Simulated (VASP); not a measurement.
# SiC (SiC (F-43m)) (F-43m) in VASP: notebook, part 2 of 2

VASP 6.6.1. Earlier steps stand in the parts before.

## 5. Single point, LDA

This run uses another cell than the first one: it holds 32 atoms, not 2.

Input file INCAR:

```
  PREC = Accurate
  ENCUT = 600
  EDIFF = 1E-6
  ISMEAR = -1
  SIGMA = 0.01
  LREAL = Auto
  LASPH = T
  NELM = 120
  ALGO = Normal
  ISIF = 2
  LWAVE = F
  LCHARG = F
  NBANDS = 86
  GGA_COMPAT = F
```

Input file KPOINTS:

```
Automatic mesh
0
Gamma
  1 1 1
  0.25 0.25 0.25
```

Input file POSCAR:

```
SiC
1.0
   -4.3797238600      4.3797238600     -4.3797238600
    4.3797238600      4.3797238600      4.3797238600
    4.3797238600     -4.3797238600     -4.3797238600
Si C
16 16
Direct
    0.0000000000      0.0000000000      0.7500000000
    0.0000000000      0.2500000000      0.5000000000
    0.0000000000      0.5000000000      0.2500000000
    0.0000000000      0.7500000000      0.0000000000
    0.2500000000      0.0000000000      0.5000000000
    0.2500000000      0.2500000000      0.2500000000
    0.2500000000      0.5000000000      0.0000000000
    0.2500000000      0.7500000000      0.7500000000
    0.5000000000      0.0000000000      0.2500000000
    0.5000000000      0.2500000000      0.0000000000
    0.5000000000      0.5000000000      0.7500000000
    0.5000000000      0.7500000000      0.5000000000
    0.7500000000      0.0000000000      0.0000000000
    0.7500000000      0.2500000000      0.7500000000
    0.7500000000      0.5000000000      0.5000000000
    0.7500000000      0.7500000000      0.2500000000
    0.0000000000      0.0000000000      0.0000000000
    0.0000000000      0.2500000000      0.7500000000
    0.0000000000      0.5000000000      0.5000000000
    0.0000000000      0.7500000000      0.2500000000
    0.2500000000      0.0000000000      0.7500000000
    0.2500000000      0.2500000000      0.5000000000
    0.2500000000      0.5000000000      0.2500000000
    0.2500000000      0.7500000000      0.0000000000
    0.5000000000      0.0000000000      0.5000000000
    0.5000000000      0.2500000000      0.2500000000
    0.5000000000      0.5000000000      0.0000000000
    0.5000000000      0.7500000000      0.7500000000
    0.7500000000      0.0000000000      0.2500000000
    0.7500000000      0.2500000000      0.0000000000
    0.7500000000      0.5000000000      0.7500000000
    0.7500000000      0.7500000000      0.5000000000
```

Potentials or basis: VASP PAW LDA potentials, release 64 (Si, C).

The run is started by

```sh
> cat potpaw_LDA.64/Si/POTCAR potpaw_LDA.64/C/POTCAR > POTCAR
> mpirun -np 1 vasp_std > vasp.out
```

OUTCAR:

```text
PREC = Accurate
   ENCUT = 600
   EDIFF = 1E-6
   ISMEAR = -1
   LREAL = Auto
   LASPH = T
   NELM = 120
   ISIF = 2

 ion  position               nearest neighbor table
   1  0.000  0.000  0.750-  17 1.90  18 1.90  21 1.90  32 1.90   7 3.10   8 3.10  10 3.10  13 3.10
                            14 3.10   2 3.10   4 3.10   5 3.10   6 3.10  16 3.10  15 3.10  12 3.10
   2  0.000  0.250  0.500-  18 1.90  19 1.90  22 1.90  29 1.90   7 3.10   8 3.10  11 3.10  14 3.10
                            15 3.10   1 3.10   3 3.10   5 3.10   6 3.10  13 3.10  16 3.10   9 3.10
   3  0.000  0.500  0.250-  19 1.90  20 1.90  23 1.90  30 1.90   7 3.10   8 3.10  12 3.10  15 3.10
                            16 3.10   2 3.10   4 3.10   5 3.10   6 3.10  14 3.10  13 3.10  10 3.10
   4  0.000  0.750  0.000-  17 1.90  20 1.90  24 1.90  31 1.90   7 3.10   8 3.10   9 3.10  13 3.10
                            16 3.10   1 3.10   3 3.10   5 3.10   6 3.10  15 3.10  14 3.10  11 3.10
   5  0.250  0.000  0.500-  20 1.90  21 1.90  22 1.90  25 1.90   9 3.10  10 3.10  11 3.10  12 3.10
                            14 3.10   1 3.10   2 3.10   6 3.10   8 3.10   4 3.10   3 3.10  16 3.10
   6  0.250  0.250  0.250-  17 1.90  22 1.90  23 1.90  26 1.90   9 3.10  10 3.10  11 3.10  12 3.10
                            15 3.10   2 3.10   3 3.10   5 3.10   7 3.10   1 3.10   4 3.10  13 3.10
[... 300 lines left out ...]
     76      11.5267      0.00000
 [bands above 76 left out]

------------------------ aborting loop because EDIFF is reached ----------------------------------------

  FORCE on cell =-STRESS in cart. coord.  units (eV):
  Direction    XX          YY          ZZ          XY          YZ          ZX
  --------------------------------------------------------------------------------------
  -------------------------------------------------------------------------------------
  Total      -14.2557354    -14.2557354    -14.2557354      0.0000000     -0.0000000      0.0000000
  in kB      -67.9673018    -67.9673018    -67.9673018      0.0000000     -0.0000000      0.0000000
  external PRESSURE =     -67.9673018 kB  Pullay stress =       0.0000000 kB

 VOLUME and BASIS-vectors are now :
 -----------------------------------------------------------------------------
  energy-cutoff  :      600.00
  volume of cell :      336.05
      direct lattice vectors                 reciprocal lattice vectors
    -4.379723860  4.379723860 -4.379723860     0.000000000  0.114162449 -0.114162449
     4.379723860  4.379723860  4.379723860     0.114162449  0.114162449  0.000000000
     4.379723860 -4.379723860 -4.379723860     0.114162449  0.000000000 -0.114162449

 POSITION                                       TOTAL-FORCE (eV/Angst)
 -----------------------------------------------------------------------------------
      3.28479     -3.28479     -3.28479        -0.000000     -0.000000      0.000000
      3.28479     -1.09493     -1.09493        -0.000000     -0.000000     -0.000000
      3.28479      1.09493      1.09493        -0.000000     -0.000000      0.000000
      3.28479      3.28479      3.28479        -0.000000     -0.000000      0.000000
      1.09493     -1.09493     -3.28479        -0.000000      0.000000     -0.000000
      1.09493      1.09493     -1.09493        -0.000000     -0.000000      0.000000
[... 24 lines left out ...]
      2.18986      2.18986     -4.37972         0.000000     -0.000000     -0.000000
      2.18986      4.37972     -2.18986         0.000000      0.000000     -0.000000
 -----------------------------------------------------------------------------------
    total drift:                               -0.000002     -0.000002      0.000002

  FREE ENERGIE OF THE ION-ELECTRON SYSTEM (eV)
  ---------------------------------------------------
  free  energy   TOTEN  =      -264.1032333817 eV

  energy  without entropy=     -264.1032333817  energy(sigma->0) =     -264.10323338
```

OSZICAR:

```text
N       E                     dE             d eps       ncg     rms          rms(c)
DAV:   1     0.402195742621E+03    0.40220E+03   -0.63921E+04   172   0.151E+03
DAV:   2    -0.253050519013E+03   -0.65525E+03   -0.60903E+03   218   0.244E+02
DAV:   3    -0.296081508754E+03   -0.43031E+02   -0.42654E+02   208   0.598E+01
DAV:   4    -0.297014541464E+03   -0.93303E+00   -0.93119E+00   208   0.980E+00
DAV:   5    -0.297043558973E+03   -0.29018E-01   -0.29006E-01   208   0.160E+00    0.358E+01
DAV:   6    -0.265503248255E+03    0.31540E+02   -0.10822E+02   186   0.244E+01    0.162E+01
DAV:   7    -0.264452044981E+03    0.10512E+01   -0.80913E+00   208   0.739E+00    0.675E+00
DAV:   8    -0.264141859791E+03    0.31019E+00   -0.49816E-01   200   0.193E+00    0.207E+00
DAV:   9    -0.264102747229E+03    0.39113E-01   -0.72758E-02   192   0.772E-01    0.289E-01
DAV:  10    -0.264103198239E+03   -0.45101E-03   -0.47140E-03   200   0.205E-01    0.146E-01
DAV:  11    -0.264103246517E+03   -0.48278E-04   -0.16341E-04   184   0.460E-02    0.462E-02
DAV:  12    -0.264103234127E+03    0.12389E-04   -0.23974E-05   208   0.123E-02    0.176E-02
DAV:  13    -0.264103233382E+03    0.74570E-06   -0.59418E-06   184   0.540E-03
   1 F= -.26410323E+03 E0= -.26410323E+03  d E =-.159241E-13
```

stdout:

```text
POSCAR found type information on POSCAR SiC
 POSCAR found :  2 types and      32 ions
 scaLAPACK will be used
 LDA part: xc-table for (Slater(with rela. corr.)+CA(PZ))
 , standard interpolation
 POSCAR, INCAR and KPOINTS ok, starting setup
 FFT: planning ... GRIDC
 FFT: planning ... GRID_SOFT
 FFT: planning ... GRID
 WAVECAR not read
 entering main loop
```

Run time: 57 s. Hardware: 1 thread of Intel Xeon Platinum 8488C (Sapphire Rapids), shared host; peak memory 0.41 GiB.

What came out:

| Property | Result |
| --- | --- |
| Free energy | -264.1032 eV |
| Pressure | -6.8 GPa |
| Band gap on the k mesh | 4.19 eV |

Caveat: the k points lie up to 1.01 Å⁻¹ apart. LDA gaps usually lie below the measured ones, often by a third to a half.

## 6. Overview

| level | potentials or basis | cell | k mesh | gap on the mesh (eV) | pressure (GPa) |
| --- | --- | --- | --- | --- | --- |
| LDA | VASP PAW LDA potentials, release 64 (Si, C) | a = 3.097 Å, angles 60.0°, 2 atoms | 11 × 11 × 11 | 1.41 | -7.3 |
| PBE | VASP PAW PBE potentials, release 64 (Si, C) | a = 3.097 Å, angles 60.0°, 2 atoms | 11 × 11 × 11 | 1.47 | -0.2 |
| PBE | VASP PAW PBE potentials, release 64 (Si, C) | a = 7.586 Å, angles 109.5°, 32 atoms | 1 × 1 × 1 | 1.30 | 1.3 |
| LDA | VASP PAW LDA potentials, release 64 (Si, C) | a = 7.586 Å, angles 109.5°, 32 atoms | 1 × 1 × 1, shifted | 4.19 | -6.8 |

Alike in all rows: task single point; no spin polarisation; cutoff (eV) 600; smearing fermi-dirac 0.01 eV.

Caveats: some runs use coarse meshes.

Absolute energies hang on the potentials; compare differences alone.
